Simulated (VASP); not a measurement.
# SnO (Cmce) in VASP: single point with PBE

Aim: the single point of SnO with PBE.

Everything below comes from runs of VASP 6.6.1. Logs are shortened: lines on timing, memory, paths and dates and some standing lists are left out, and cuts for length are marked.

**1. The cell of the first run**

Symmetry: Cmce, No. 64, orthorhombic system. The conventional cell has a = 5.474 Å, b = 5.476 Å, c = 10.222 Å, α = 90.00°, β = 90.00°, γ = 90.00°. Within 3.0 Å of Sn (site symmetry m) lie 4 O at 2.25 to 2.26 Å. Within 3.0 Å of O (site symmetry 2) lie 4 Sn at 2.25 to 2.26 Å and 4 O at 2.74 Å.

**2. Single point, PBE**

The input, INCAR:

```
PREC = Accurate
ENCUT = 1340
EDIFF = 1E-6
ISMEAR = 0
SIGMA = 0.1
LREAL = F
LASPH = T
NELM = 120
ALGO = Normal
ISIF = 2
LWAVE = F
LCHARG = F
GGA = PE
NBANDS = 50
GGA_COMPAT = F
```

The input, KPOINTS:

```
regular mesh
0
Gamma
  4 4 2
```

The input, POSCAR:

```
SnO
1.0
    2.7369120100     -2.7377960700      0.0000000000
    2.7369120100      2.7377960700      0.0000000000
    0.0000000000      0.0000000000     10.2219600700
Sn O
4 4
Direct
    0.7365469900      0.2634530100      0.8638579900
    0.2634530100      0.7365469900      0.1361420100
    0.7634530100      0.2365469900      0.3638579900
    0.2365469900      0.7634530100      0.6361420100
    0.2619440000      0.2380560000      0.2500000000
    0.7380560000      0.7619440000      0.7500000000
    0.2380560000      0.2619440000      0.7500000000
    0.7619440000      0.7380560000      0.2500000000
```

Potentials or basis: VASP PAW PBE potentials, release 64 (Sn_d, O_h).

The run is started by

```console
$ cat potpaw_PBE.64/Sn_d/POTCAR potpaw_PBE.64/O_h/POTCAR > POTCAR
$ mpirun -np 1 vasp_std > vasp.out
```

OUTCAR:

```text
PREC = Accurate
   ENCUT = 1340
   EDIFF = 1E-6
   ISMEAR = 0
   LREAL = F
   LASPH = T
   NELM = 120
   ISIF = 2
   GGA = PE

 ion  position               nearest neighbor table
   1  0.737  0.263  0.864-   6 2.25   7 2.25   7 2.26   6 2.26   4 3.59   4 3.59   4 3.59   4 3.59

   2  0.263  0.737  0.136-   5 2.25   8 2.25   5 2.26   8 2.26   3 3.59   3 3.59   3 3.59   3 3.59

   3  0.763  0.237  0.364-   5 2.25   8 2.25   8 2.26   5 2.26   2 3.59   2 3.59   2 3.59   2 3.59

   4  0.237  0.763  0.636-   6 2.25   7 2.25   6 2.26   7 2.26   1 3.59   1 3.59   1 3.59   1 3.59

   5  0.262  0.238  0.250-   2 2.25   3 2.25   3 2.26   2 2.26
   6  0.738  0.762  0.750-   1 2.25   4 2.25   1 2.26   4 2.26
   7  0.238  0.262  0.750-   1 2.25   4 2.25   4 2.26   1 2.26
   8  0.762  0.738  0.250-   2 2.25   3 2.25   2 2.26   3 2.26

  LATTYP: Found a base centered orthorhombic cell.
 ALAT       =     5.4738240200
 B/A-ratio  =     1.0003230137
 C/A-ratio  =     1.8674257763

  Lattice vectors:

 A1 = (   2.7369120100,  -2.7377960700,   0.0000000000)
 A2 = (   2.7369120100,   2.7377960700,   0.0000000000)
 A3 = (   0.0000000000,   0.0000000000,  10.2219600700)

Analysis of symmetry for initial positions (statically):
=====================================================================
 Subroutine PRICEL returns:
 Original cell was already a primitive cell.

 Routine SETGRP: Setting up the symmetry group for a
 base centered orthorhombic supercell.

 Subroutine GETGRP returns: Found  8 space group operations
 (whereof  4 operations were pure point group operations)
 out of a pool of  8 trial point group operations.

The static configuration has the point symmetry C_2h.
 The point group associated with its full space group is D_2h.

Analysis of symmetry for dynamics (positions and initial velocities):
=====================================================================
 Subroutine PRICEL returns:
 Original cell was already a primitive cell.

 Routine SETGRP: Setting up the symmetry group for a
 base centered orthorhombic supercell.

 Subroutine GETGRP returns: Found  8 space group operations
 (whereof  4 operations were pure point group operations)
 out of a pool of  8 trial point group operations.

The dynamic configuration has the point symmetry C_2h.
 The point group associated with its full space group is D_2h.

 Subroutine INISYM returns: Found  8 space group operations
 (whereof  4 operations are pure point group operations),
 and found     1 'primitive' translations

----------------------------------------------------------------------------------------

                                     Primitive cell

  volume of cell :     153.1885

  direct lattice vectors                    reciprocal lattice vectors
     2.736912010 -2.737796070  0.000000000     0.182687641 -0.182628650  0.000000000
     2.736912010  2.737796070  0.000000000     0.182687641  0.182628650  0.000000000
     0.000000000  0.000000000 10.221960070     0.000000000  0.000000000  0.097828596

  length of vectors
     3.871203259  3.871203259 10.221960070     0.258317630  0.258317630  0.097828596

  position of ions in fractional coordinates (direct lattice)
     0.736546990  0.263453010  0.863857990
     0.263453010  0.736546990  0.136142010
     0.763453010  0.236546990  0.363857990
     0.236546990  0.763453010  0.636142010
     0.261944000  0.238056000  0.250000000
     0.738056000  0.761944000  0.750000000
     0.238056000  0.261944000  0.750000000
     0.761944000  0.738056000  0.250000000

  ion indices of the primitive-cell ions
   primitive index   ion index
                 1           1
                 2           2
                 3           3
                 4           4
                 5           5
                 6           6
                 7           7
                 8           8

----------------------------------------------------------------------------------------

 KPOINTS: regular mesh

Automatic generation of k-mesh.
 Grid dimensions read from file:
 generate k-points for:    4    4    2

 Generating k-lattice:

  Cartesian coordinates                     Fractional coordinates (reciprocal lattice)
     0.045671910 -0.045657162  0.000000000     0.250000000 -0.000000000  0.000000000
     0.045671910  0.045657162  0.000000000    -0.000000000  0.250000000  0.000000000
     0.000000000  0.000000000  0.048914298     0.000000000  0.000000000  0.500000000

  Length of vectors
     0.064579408  0.064579408  0.048914298

  Shift w.r.t. Gamma in fractional coordinates (k-lattice)
     0.000000000  0.000000000  0.000000000

 Subroutine IBZKPT returns following result:
 ===========================================

 Found     14 irreducible k-points:

 Following reciprocal coordinates:
            Coordinates               Weight
  0.000000  0.000000  0.000000      1.000000
  0.250000  0.000000  0.000000      4.000000
  0.500000  0.000000  0.000000      2.000000
  0.250000  0.250000  0.000000      2.000000
  0.500000  0.250000  0.000000      4.000000
 -0.250000  0.250000  0.000000      2.000000
  0.500000  0.500000  0.000000      1.000000
  0.000000  0.000000  0.500000      1.000000
  0.250000  0.000000  0.500000      4.000000
  0.500000  0.000000  0.500000      2.000000
  0.250000  0.250000  0.500000      2.000000
  0.500000  0.250000  0.500000      4.000000
 -0.250000  0.250000  0.500000      2.000000
  0.500000  0.500000  0.500000      1.000000
   k-points           NKPTS =     14   k-points in BZ     NKDIM =     14   number of bands    NBANDS=     50
   number of dos      NEDOS =    301   number of ions     NIONS =      8
   total plane-waves  NPLWV = 290304
   dimension x,y,z NGX =    48 NGY =   48 NGZ =  126
   dimension x,y,z NGXF=    96 NGYF=   96 NGZF=  252
   ions per type =               4   4
   NGX,Y,Z   is equivalent  to a cutoff of  20.61, 20.61, 20.49 a.u.
   NGXF,Y,Z  is equivalent  to a cutoff of  41.23, 41.23, 40.98 a.u.
 SYSTEM =  unknown system
   PREC   = accura    normal or accurate (medium, high low for compatibility)
   ISTART =      0    job   : 0-new  1-cont  2-samecut
   ICHARG =      2    charge: 1-file 2-atom 10-const
   ISPIN  =      1    spin polarized calculation?
   LNONCOLLINEAR =      F non collinear calculations
   LSORBIT =      F    spin-orbit coupling
   LASPH  =      T    aspherical Exc in radial PAW
   ENCUT  = 1340.0 eV  98.49 Ry    9.92 a.u.  11.55 11.55 30.51*2*pi/ulx,y,z
   NELM   =    120;   NELMIN=  2; NELMDL= -5     # of ELM steps
   EDIFF  = 0.1E-05   stopping-criterion for ELM
   LREAL  =      F    real-space projection
[... 7 lines left out ...]
   TEBEG  =    0.0;   TEEND  =   0.0 temperature during run
   PSTRESS=    0.0 pullay stress
   NELECT =      80.0000    total number of electrons
   NUPDOWN=      -1.0000    fix difference up-down
   EMIN   =  10.00;   EMAX   =-10.00  energy-range for DOS
   EFERMI =   0.00;   METHOD = LEGACY
   ISMEAR =     0;   SIGMA  =   0.10  broadening in eV -4-tet -1-fermi 0-gaus
   EFERMI_NEDOS =   21; number of points for ismear=-14 and -15
   IALGO  =     38    algorithm
   IMIX   =      4    mixing-type and parameters
     AMIX     =   0.40;   BMIX     =  1.00
     AMIX_MAG =   1.60;   BMIX_MAG =  1.00
  volume/ion in A,a.u.               =      19.15       129.22
  Fermi-wavevector in a.u.,A,eV,Ry     =   1.318346  2.491313 23.647423  1.738037
  Thomas-Fermi vector in A             =   2.448323
   LORBIT       =      0    0 simple, 1 ext, 2 COOP (PROOUT), +10 PAW based schemes
   GGA     = PE    functional components
   LHFCALC =     F    Hartree Fock is set to
   AEXX    =    0.0000 exact exchange contribution
   IVDW    =     0    specifies the selected vdW correction
   LEPSILON=     F    determine dielectric tensor
   LRPA    =     F    only Hartree local field effects (RPA)
 non-spin polarized calculation
 Gauss-broadening in eV      SIGMA  =   0.10
  energy-cutoff  :     1340.00
  volume of cell :      153.19
 maximum number of plane-waves:     17101
 NGX is ok and might be reduce to    48
   NGX = 23   NGY = 23   NGZ = 61

 number of electron      80.0000005 magnetization

 Free energy of the ion-electron system (eV)
  ---------------------------------------------------
  ext. energy  EPLUGINS =         0.00000000
  ---------------------------------------------------
  free energy    TOTEN  =       -45.46184798 eV

  energy without entropy =      -45.46184546  energy(sigma->0) =      -45.46184672

 E-fermi :   6.4889     XC(G=0):  -9.7652

 val. band max:        6.2194091760   @ k =   0.0000   0.0000   0.0000
 cond. band min:       6.7626633338   @ k =   0.5000   0.5000   0.0000
 fundamental gap:      0.5432541578
 Fermi energy:         6.4888952385

 k-point     1 :       0.0000    0.0000    0.0000
  band No.  band energies     occupation
      1     -15.4967      2.00000
      2     -15.4884      2.00000
      3     -15.1528      2.00000
      4     -15.1444      2.00000
      5     -15.1373      2.00000
      6     -15.1365      2.00000
[... 42 lines left out ...]
     49      11.6692      0.00000
     50      11.6990      0.00000

 k-point     2 :       0.2500    0.0000    0.0000
  band No.  band energies     occupation
      1     -15.4670      2.00000
      2     -15.4635      2.00000
      3     -15.2186      2.00000
      4     -15.2035      2.00000
      5     -15.1337      2.00000
      6     -15.1295      2.00000
[... 42 lines left out ...]
     49      11.8496      0.00000
     50      12.0734      0.00000

 k-point     3 :       0.5000    0.0000    0.0000
  band No.  band energies     occupation
      1     -15.3845      2.00000
      2     -15.3845      2.00000
      3     -15.3765      2.00000
      4     -15.3765      2.00000
      5     -15.1388      2.00000
      6     -15.1388      2.00000
[... 572 lines left out ...]
     49      12.1437      0.00000
     50      12.1440      0.00000

 k-point    14 :       0.5000    0.5000    0.5000
  band No.  band energies     occupation
      1     -15.4252      2.00000
      2     -15.4252      2.00000
      3     -15.4251      2.00000
      4     -15.4251      2.00000
      5     -15.1228      2.00000
      6     -15.1228      2.00000
[... 42 lines left out ...]
     49      11.6151      0.00000
     50      11.6214      0.00000

------------------------ aborting loop because EDIFF is reached ----------------------------------------

  FORCE on cell =-STRESS in cart. coord.  units (eV):
  Direction    XX          YY          ZZ          XY          YZ          ZX
  --------------------------------------------------------------------------------------
  -------------------------------------------------------------------------------------
  Total       -0.1914397     -0.1858521     -0.2266000      0.0000000     -0.0000000      0.0000000
  in kB       -2.0022413     -1.9438014     -2.3699781      0.0000000     -0.0000000      0.0000000
  external PRESSURE =      -2.1053403 kB  Pullay stress =       0.0000000 kB

 VOLUME and BASIS-vectors are now :
 -----------------------------------------------------------------------------
  energy-cutoff  :     1340.00
  volume of cell :      153.19
      direct lattice vectors                 reciprocal lattice vectors
     2.736912010 -2.737796070  0.000000000     0.182687641 -0.182628650  0.000000000
     2.736912010  2.737796070  0.000000000     0.182687641  0.182628650  0.000000000
     0.000000000  0.000000000 10.221960070     0.000000000  0.000000000  0.097828596

 POSITION                                       TOTAL-FORCE (eV/Angst)
 -----------------------------------------------------------------------------------
      2.73691     -1.29523      8.83032         0.000000     -0.047186     -0.022105
      2.73691      1.29523      1.39164         0.000000      0.047186      0.022105
      2.73691     -1.44256      3.71934         0.000000      0.047186     -0.022105
      2.73691      1.44256      6.50262         0.000000     -0.047186      0.022105
      1.36846     -0.06540      2.55549         0.000000     -0.000277      0.000000
      4.10537      0.06540      7.66647         0.000000      0.000277      0.000000
      1.36846      0.06540      7.66647         0.000000      0.000277      0.000000
      4.10537     -0.06540      2.55549         0.000000     -0.000277     -0.000000
 -----------------------------------------------------------------------------------
    total drift:                               -0.000000     -0.000000      0.000000

  FREE ENERGIE OF THE ION-ELECTRON SYSTEM (eV)
  ---------------------------------------------------
  free  energy   TOTEN  =       -45.4618479751 eV

  energy  without entropy=      -45.4618454647  energy(sigma->0) =      -45.46184672
```

It took 8.8 min on 1 thread of Intel Xeon Platinum 8259CL at 2.50GHz (Skylake/Cascade Lake), shared host; peak memory 0.8 GiB.

Results:

- Free energy: -45.4618 eV
- Pressure: -0.2 GPa
- Largest force: 0.052 eV/Å
- Band gap on the k mesh: 0.54 eV

Forces on the atoms (eV/Å):
```
Sn   0.000 -0.047 -0.022
Sn   0.000  0.047  0.022
Sn   0.000  0.047 -0.022
Sn   0.000 -0.047  0.022
O    0.000  0.000  0.000
O    0.000  0.000  0.000
O    0.000  0.000  0.000
O    0.000  0.000  0.000
```

Caveat: semilocal functionals underestimate gaps, and a narrow one can read as zero; spin-orbit coupling is left out, which moves the levels of the heavy elements.
